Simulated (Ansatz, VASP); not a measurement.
Two plane-wave programs on Zr

```
Zr
1.0
     0.00000    2.69918    2.69918
     2.69918    0.00000    2.69918
     2.69918    2.69918    0.00000
Zr
2
Direct
  0.87500 0.87500 0.87500
  0.12500 0.12500 0.12500
```

Change from the starting cell: volume scaled by 0.68, PAW files.

Alike in both runs: task single point; functional PBEsol; k mesh 12 × 12 × 12; occupations fermi-dirac, width 0.1 eV; no spin polarisation.

```csv
,VASP,Ansatz
version,VASP 6.6.1,Ansatz 0.2.0
potentials or method,"VASP PAW PBE potentials, release 64 (Zr_sv)","PAW with Ansatz's default frozen-core files, scalar-relativistic"
plane-wave cutoff (eV),520,420
valence electrons in the cell,24,24
```

Ansatz gave:

```
pressure (GPa) : 32.1
```

Question: Which values does VASP return?

Answer: Pressure (GPa): 33.2.

VASP's potentials were made for PBE, not for PBEsol. Both programs put the cell under a high pressure, so it lies far from rest at this level.
